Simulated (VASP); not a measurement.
# AlN (P6_3mc) in VASP: notebook

Runs on AlN. Level: PBE. Tasks: single point.

Program: VASP 6.6.1. These are calculated values, not measurements. Logs are shortened: lines on timing, memory, paths and dates and some standing lists are left out, and cuts for length are marked.

## 1. The cell of the first run

Symmetry: P6_3mc, No. 186, hexagonal system. The conventional cell has a = 3.107 Å, b = 3.107 Å, c = 4.779 Å, α = 90.00°, β = 90.00°, γ = 120.00°. Within 2.5 Å of Al (site symmetry 3m) lie 4 N at 1.87 Å. N (site symmetry 3m) has 4 Al at 1.87 Å within 2.5 Å.

## 2. Single point, PBE (uniaxial z strain -4.0%)

File INCAR:

```
SYSTEM = AlN
PREC = Accurate ; ENCUT = 520
EDIFF = 1E-6 ; ISMEAR = 0
SIGMA = 0.01 ; LREAL = .FALSE.
LASPH = .TRUE. ; NELM = 100
ALGO = Normal ; ISIF = 2
LWAVE = .FALSE. ; LCHARG = .FALSE.
GGA = PE ; NBANDS = 16
```

File KPOINTS:

```
Automatic mesh
0
G
  6 6 4
  0 0 0
```

File POSCAR:

```
AlN
1.0
    3.1066937602      0.0000000000      0.0000000000
   -1.5533468801      2.6904757181      0.0000000000
    0.0000000000      0.0000000000      4.7794478898
Al N
2 2
Direct
    0.3333333333      0.6666666667     -0.0079139679
    0.6666666667      0.3333333333      0.4920860321
    0.3333333333      0.6666666667      0.3829139679
    0.6666666667      0.3333333333      0.8829139679
```

Potentials or basis: VASP PAW PBE potentials, release 64 (Al, N).

The run is started by

```bash
> cat potpaw_PBE.64/Al/POTCAR potpaw_PBE.64/N/POTCAR > POTCAR
> mpirun -np 1 vasp_std > vasp.out
```

OUTCAR:

```text
SYSTEM = AlN
   PREC = Accurate
   ENCUT = 520
   EDIFF = 1E-6
   ISMEAR = 0
   LREAL = .FALSE.
   LASPH = .TRUE.
   NELM = 100
   ISIF = 2
   GGA = PE

 ion  position               nearest neighbor table
   1  0.333  0.667  0.992-   3 1.87   4 1.87   4 1.87   4 1.87   2 2.99   2 2.99   2 2.99   2 2.99
                             2 2.99   2 2.99
   2  0.667  0.333  0.492-   4 1.87   3 1.87   3 1.87   3 1.87   1 2.99   1 2.99   1 2.99   1 2.99
                             1 2.99   1 2.99
   3  0.333  0.667  0.383-   1 1.87   2 1.87   2 1.87   2 1.87
   4  0.667  0.333  0.883-   2 1.87   1 1.87   1 1.87   1 1.87

  LATTYP: Found a hexagonal cell.
 ALAT       =     3.1066937602
 C/A-ratio  =     1.5384354747

  Lattice vectors:

 A1 = (   3.1066937602,   0.0000000000,   0.0000000000)
 A2 = (  -1.5533468801,   2.6904757181,   0.0000000000)
 A3 = (   0.0000000000,   0.0000000000,   4.7794478898)

Analysis of symmetry for initial positions (statically):
=====================================================================
 Subroutine PRICEL returns:
 Original cell was already a primitive cell.

 Routine SETGRP: Setting up the symmetry group for a
 hexagonal supercell.

 Subroutine GETGRP returns: Found 12 space group operations
 (whereof  6 operations were pure point group operations)
 out of a pool of 24 trial point group operations.

The static configuration has the point symmetry C_3v.
 The point group associated with its full space group is C_6v.

Analysis of symmetry for dynamics (positions and initial velocities):
=====================================================================
 Subroutine PRICEL returns:
 Original cell was already a primitive cell.

 Routine SETGRP: Setting up the symmetry group for a
 hexagonal supercell.

 Subroutine GETGRP returns: Found 12 space group operations
 (whereof  6 operations were pure point group operations)
 out of a pool of 24 trial point group operations.

The dynamic configuration has the point symmetry C_3v.
 The point group associated with its full space group is C_6v.

 Subroutine INISYM returns: Found 12 space group operations
 (whereof  6 operations are pure point group operations),
 and found     1 'primitive' translations

----------------------------------------------------------------------------------------

                                     Primitive cell

  volume of cell :      39.9489

  direct lattice vectors                    reciprocal lattice vectors
     3.106693760  0.000000000  0.000000000     0.321885605  0.185840741  0.000000000
    -1.553346880  2.690475718  0.000000000     0.000000000  0.371681481  0.000000000
     0.000000000  0.000000000  4.779447890     0.000000000  0.000000000  0.209229188

  length of vectors
     3.106693760  3.106693760  4.779447890     0.371681481  0.371681481  0.209229188

  position of ions in fractional coordinates (direct lattice)
     0.333333333  0.666666667  0.992086032
     0.666666667  0.333333333  0.492086032
     0.333333333  0.666666667  0.382913968
     0.666666667  0.333333333  0.882913968

  ion indices of the primitive-cell ions
   primitive index   ion index
                 1           1
                 2           2
                 3           3
                 4           4

----------------------------------------------------------------------------------------

 KPOINTS: Automatic mesh

Automatic generation of k-mesh.
 Grid dimensions read from file:
 generate k-points for:    6    6    4

 Generating k-lattice:

  Cartesian coordinates                     Fractional coordinates (reciprocal lattice)
     0.053647601  0.030973457  0.000000000     0.166666667  0.000000000  0.000000000
     0.000000000  0.061946914  0.000000000     0.000000000  0.166666667  0.000000000
     0.000000000  0.000000000  0.052307297     0.000000000  0.000000000  0.250000000

  Length of vectors
     0.061946914  0.061946914  0.052307297

  Shift w.r.t. Gamma in fractional coordinates (k-lattice)
     0.000000000  0.000000000  0.000000000

 Subroutine IBZKPT returns following result:
 ===========================================

 Found     21 irreducible k-points:

 Following reciprocal coordinates:
            Coordinates               Weight
  0.000000  0.000000  0.000000      1.000000
  0.166667  0.000000  0.000000      6.000000
  0.333333  0.000000  0.000000      6.000000
  0.500000  0.000000  0.000000      3.000000
  0.166667  0.166667  0.000000      6.000000
  0.333333  0.166667  0.000000     12.000000
[... 13 lines left out ...]
  0.333333  0.166667  0.500000     12.000000
  0.333333  0.333333  0.500000      2.000000
   k-points           NKPTS =     21   k-points in BZ     NKDIM =     21   number of bands    NBANDS=     16
   number of dos      NEDOS =    301   number of ions     NIONS =      4
   total plane-waves  NPLWV =  20736
   dimension x,y,z NGX =    24 NGY =   24 NGZ =   36
   dimension x,y,z NGXF=    48 NGYF=   48 NGZF=   72
   ions per type =               2   2
   NGX,Y,Z   is equivalent  to a cutoff of  12.84, 12.84, 12.52 a.u.
   NGXF,Y,Z  is equivalent  to a cutoff of  25.69, 25.69, 25.04 a.u.
 SYSTEM =  AlN
   PREC   = accura    normal or accurate (medium, high low for compatibility)
   ISTART =      0    job   : 0-new  1-cont  2-samecut
   ICHARG =      2    charge: 1-file 2-atom 10-const
   ISPIN  =      1    spin polarized calculation?
   LNONCOLLINEAR =      F non collinear calculations
   LSORBIT =      F    spin-orbit coupling
   LASPH  =      T    aspherical Exc in radial PAW
   ENCUT  =  520.0 eV  38.22 Ry    6.18 a.u.   5.78  5.78  8.89*2*pi/ulx,y,z
   NELM   =    100;   NELMIN=  2; NELMDL= -5     # of ELM steps
   EDIFF  = 0.1E-05   stopping-criterion for ELM
   LREAL  =      F    real-space projection
   EDIFFG = 0.1E-04   stopping-criterion for IOM
   NSW    =      0    number of steps for IOM
   IBRION =     -1    ionic relax: 0-MD 1-quasi-New 2-CG
   NFREE  =      0    steps in history (QN), initial steepest desc. (CG)
   ISIF   =      2    stress and relaxation
   ISYM   =      2    0-nonsym 1-usesym 2-fastsym
   POTIM  = 0.5000    time-step for ionic-motion
   TEBEG  =    0.0;   TEEND  =   0.0 temperature during run
   PSTRESS=    0.0 pullay stress
   NELECT =      16.0000    total number of electrons
   NUPDOWN=      -1.0000    fix difference up-down
   EMIN   =  10.00;   EMAX   =-10.00  energy-range for DOS
   EFERMI =   0.00;   METHOD = LEGACY
   ISMEAR =     0;   SIGMA  =   0.01  broadening in eV -4-tet -1-fermi 0-gaus
   EFERMI_NEDOS =   21; number of points for ismear=-14 and -15
   IALGO  =     38    algorithm
   IMIX   =      4    mixing-type and parameters
     AMIX     =   0.40;   BMIX     =  1.00
     AMIX_MAG =   1.60;   BMIX_MAG =  1.00
  volume/ion in A,a.u.               =       9.99        67.40
  Fermi-wavevector in a.u.,A,eV,Ry     =   1.206738  2.280405 19.813037  1.456217
  Thomas-Fermi vector in A             =   2.342397
   LORBIT       =      0    0 simple, 1 ext, 2 COOP (PROOUT), +10 PAW based schemes
   GGA     = PE    functional components
   LHFCALC =     F    Hartree Fock is set to
   AEXX    =    0.0000 exact exchange contribution
   IVDW    =     0    specifies the selected vdW correction
   LEPSILON=     F    determine dielectric tensor
   LRPA    =     F    only Hartree local field effects (RPA)
 non-spin polarized calculation
 Gauss-broadening in eV      SIGMA  =   0.01
  energy-cutoff  :      520.00
  volume of cell :       39.95
 maximum number of plane-waves:      1091
 NGX is ok and might be reduce to    24
   NGX = 11   NGY = 11   NGZ = 17

 number of electron      16.0000000 magnetization

 Free energy of the ion-electron system (eV)
  ---------------------------------------------------
  ext. energy  EPLUGINS =         0.00000000
  ---------------------------------------------------
  free energy    TOTEN  =       -29.64634040 eV

  energy without entropy =      -29.64634040  energy(sigma->0) =      -29.64634040

 E-fermi :   6.9350     XC(G=0): -11.1057

 val. band max:        6.8694992744   @ k =   0.0000   0.0000   0.0000
 cond. band min:      11.2168438265   @ k =   0.0000   0.0000   0.0000
 fundamental gap:      4.3473445521
 Fermi energy:         6.9349690453

 k-point     1 :       0.0000    0.0000    0.0000
  band No.  band energies     occupation
      1      -8.8711      2.00000
      2      -6.4005      2.00000
      3       0.5488      2.00000
      4       5.4926      2.00000
      5       5.4926      2.00000
      6       6.2774      2.00000
[... 8 lines left out ...]
     15      19.9114      0.00000
     16      20.9468      0.00000

 k-point     2 :       0.1667    0.0000    0.0000
  band No.  band energies     occupation
      1      -8.5172      2.00000
      2      -6.2293      2.00000
      3       0.9630      2.00000
      4       4.1052      2.00000
      5       5.0457      2.00000
      6       5.0898      2.00000
[... 8 lines left out ...]
     15      19.4809      0.00000
     16      19.5281      0.00000

 k-point     3 :       0.3333    0.0000    0.0000
  band No.  band energies     occupation
      1      -7.5962      2.00000
      2      -5.9572      2.00000
      3       1.9274      2.00000
      4       2.1055      2.00000
      5       3.2719      2.00000
      6       4.4904      2.00000
[... 8 lines left out ...]
     15      19.4069      0.00000
     16      21.1017      0.00000

 k-point     4 :       0.5000    0.0000    0.0000
  band No.  band energies     occupation
      1      -6.8348      2.00000
      2      -6.0347      2.00000
      3       1.0046      2.00000
      4       2.4559      2.00000
      5       3.1862      2.00000
      6       4.2422      2.00000
[... 8 lines left out ...]
     15      19.6557      0.00000
     16      22.4539      0.00000

 k-point     5 :       0.1667    0.1667    0.0000
  band No.  band energies     occupation
      1      -7.8734      2.00000
      2      -6.0007      2.00000
      3       1.7455      2.00000
      4       3.0501      2.00000
      5       3.0655      2.00000
      6       4.7742      2.00000
[... 8 lines left out ...]
     15      19.7080      0.00000
     16      20.6992      0.00000

 k-point     6 :       0.3333    0.1667    0.0000
  band No.  band energies     occupation
      1      -6.9143      2.00000
      2      -5.9588      2.00000
      3       1.4673      2.00000
      4       2.6335      2.00000
      5       3.0442      2.00000
      6       3.6508      2.00000
[... 8 lines left out ...]
     15      19.4726      0.00000
     16      21.7527      0.00000
[... 210 lines left out ...]
 k-point    18 :       0.5000    0.0000    0.5000
  band No.  band energies     occupation
      1      -6.3946      2.00000
      2      -6.3946      2.00000
      3       0.7883      2.00000
      4       0.7883      2.00000
      5       4.9664      2.00000
      6       4.9664      2.00000
[... 8 lines left out ...]
     15      20.2466      0.00000
     16      20.2466      0.00000

 k-point    19 :       0.1667    0.1667    0.5000
  band No.  band energies     occupation
      1      -7.0473      2.00000
      2      -7.0473      2.00000
      3       2.2308      2.00000
      4       2.2308      2.00000
      5       4.6631      2.00000
      6       4.6631      2.00000
[... 8 lines left out ...]
     15      19.8391      0.00000
     16      19.8391      0.00000

 k-point    20 :       0.3333    0.1667    0.5000
  band No.  band energies     occupation
      1      -6.4153      2.00000
      2      -6.4153      2.00000
      3       1.2355      2.00000
      4       1.2355      2.00000
      5       3.8098      2.00000
      6       3.8098      2.00000
[... 8 lines left out ...]
     15      20.4015      0.00000
     16      20.4015      0.00000

 k-point    21 :       0.3333    0.3333    0.5000
  band No.  band energies     occupation
      1      -6.1865      2.00000
      2      -6.1865      2.00000
      3       1.5346      2.00000
      4       1.5346      2.00000
      5       2.5710      2.00000
      6       2.5710      2.00000
[... 8 lines left out ...]
     15      20.6855      0.00000
     16      20.6855      0.00000

------------------------ aborting loop because EDIFF is reached ----------------------------------------

  FORCE on cell =-STRESS in cart. coord.  units (eV):
  Direction    XX          YY          ZZ          XY          YZ          ZX
  --------------------------------------------------------------------------------------
  -------------------------------------------------------------------------------------
  Total        2.4779901      2.4779901      4.7257096      0.0000000      0.0000000     -0.0000000
  in kB       99.3813528     99.3813528    189.5275566      0.0000000      0.0000000     -0.0000000
  external PRESSURE =     129.4300874 kB  Pullay stress =       0.0000000 kB

 VOLUME and BASIS-vectors are now :
 -----------------------------------------------------------------------------
  energy-cutoff  :      520.00
  volume of cell :       39.95
      direct lattice vectors                 reciprocal lattice vectors
     3.106693760  0.000000000  0.000000000     0.321885605  0.185840741  0.000000000
    -1.553346880  2.690475718  0.000000000     0.000000000  0.371681481  0.000000000
     0.000000000  0.000000000  4.779447890     0.000000000  0.000000000  0.209229188

 POSITION                                       TOTAL-FORCE (eV/Angst)
 -----------------------------------------------------------------------------------
     -0.00000      1.79365      4.74162         0.000000      0.000000     -0.038643
      1.55335      0.89683      2.35190        -0.000000     -0.000000     -0.038643
     -0.00000      1.79365      1.83012         0.000000     -0.000000      0.038643
      1.55335      0.89683      4.21984        -0.000000     -0.000000      0.038643
 -----------------------------------------------------------------------------------
    total drift:                                0.000000      0.000000     -0.000319

  FREE ENERGIE OF THE ION-ELECTRON SYSTEM (eV)
  ---------------------------------------------------
  free  energy   TOTEN  =       -29.6463403970 eV

  energy  without entropy=      -29.6463403970  energy(sigma->0) =      -29.64634040
```

It took 4.6 s on 1 thread of Intel Xeon 6975P-C (Granite Rapids), shared host; peak memory 0.15 GiB.

Results:

```yaml
Free_energy: -29.6463 eV
Pressure: 12.9 GPa
Largest_force: 0.039 eV/Å
Band_gap_on_the_k_mesh: 4.35 eV, direct
```

Forces on the atoms (eV/Å):
```
Al   0.000  0.000 -0.039
Al   0.000  0.000 -0.039
N    0.000  0.000  0.039
N    0.000  0.000  0.039
```

Stress tensor (GPa, compression positive):
```
 9.94  0.00  0.00
 0.00  9.94  0.00
 0.00  0.00 18.95
```

Levels at points of the mesh, in eV from the valence-band top:
```tsv
k point	band 4	band 5	band 6	band 7	band 8	band 9	band 10	band 11	band 12	band 13
(0.00, 0.00, 0.00)	-1.38	-1.38	-0.59	-0.59	0.00	4.35	6.43	10.81	10.81	11.01
(0.50, 0.00, 0.00)	-4.41	-3.68	-2.63	-2.03	-0.98	5.52	5.97	8.27	10.37	10.79
(0.00, 0.00, 0.50)	-3.45	-1.00	-1.00	-1.00	-1.00	6.48	6.48	10.60	10.60	11.13
(0.50, 0.00, 0.50)	-6.08	-1.90	-1.90	-1.50	-1.50	5.34	5.34	9.28	9.28	12.19
```

Caveat: the cell differs from its parent crystal (uniaxial z strain -4.0%).

## 3. Single point, PBE (uniaxial z strain -3.0%)

File INCAR:

```
SYSTEM = AlN
PREC = Accurate
ENCUT = 520
EDIFF = 1E-7
ISMEAR = 0
SIGMA = 0.01
LREAL = .False.
LASPH = .True.
NELM = 100
ALGO = Normal
ISIF = 2
LWAVE = .False.
LCHARG = .False.
GGA = PE
NBANDS = 16
```

File KPOINTS:

```
regular mesh
0
Gamma
  6 6 4
  0 0 0
```

File POSCAR:

```
AlN
1.0
    3.1066937602      0.0000000000      0.0000000000
   -1.5533468801      2.6904757181      0.0000000000
    0.0000000000      0.0000000000      4.8292338054
Al N
2 2
Direct
    0.3333333333      0.6666666667     -0.0065832943
    0.6666666667      0.3333333333      0.4934167057
    0.3333333333      0.6666666667      0.3815832943
    0.6666666667      0.3333333333      0.8815832943
```

Potentials or basis: VASP PAW PBE potentials, release 64 (Al, N).

The run is started by

```bash
> cat potpaw_PBE.64/Al/POTCAR potpaw_PBE.64/N/POTCAR > POTCAR
> mpirun -np 1 vasp_std > vasp.out
```

Run time: 5.4 s. Hardware: 1 thread of Intel Xeon 6975P-C (Granite Rapids), shared host; peak memory 0.14 GiB.

The run converged. Its results:

```
Free energy            : -29.6903 eV
Pressure               : 10.7 GPa
Largest force          : 0.032 eV/Å
Band gap on the k mesh : 4.33 eV, direct
```

Forces in eV/Å, atoms in the order of the input:
```
Al   0.000  0.000 -0.032
Al   0.000  0.000 -0.032
N    0.000  0.000  0.032
N    0.000  0.000  0.032
```

Stress tensor (GPa, compression positive):
```
 8.35  0.00  0.00
 0.00  8.35  0.00
 0.00  0.00 15.40
```

Levels at points of the mesh, in eV from the valence-band top:
| k point | band 4 | band 5 | band 6 | band 7 | band 8 | band 9 | band 10 | band 11 | band 12 | band 13 |
| --- | --- | --- | --- | --- | --- | --- | --- | --- | --- | --- |
| (0.00, 0.00, 0.00) | -1.24 | -1.24 | -0.49 | -0.49 | 0.00 | 4.33 | 6.50 | 10.91 | 10.91 | 10.92 |
| (0.50, 0.00, 0.00) | -4.35 | -3.59 | -2.49 | -1.96 | -0.91 | 5.60 | 5.93 | 8.26 | 10.36 | 10.83 |
| (0.00, 0.00, 0.50) | -3.41 | -0.88 | -0.88 | -0.88 | -0.88 | 6.49 | 6.49 | 10.54 | 10.54 | 11.23 |
| (0.50, 0.00, 0.50) | -5.96 | -1.79 | -1.79 | -1.47 | -1.47 | 5.34 | 5.34 | 9.29 | 9.29 | 12.11 |

Caveat: the cell differs from its parent crystal (uniaxial z strain -3.0%).

(Continued in part 2 of 2.)
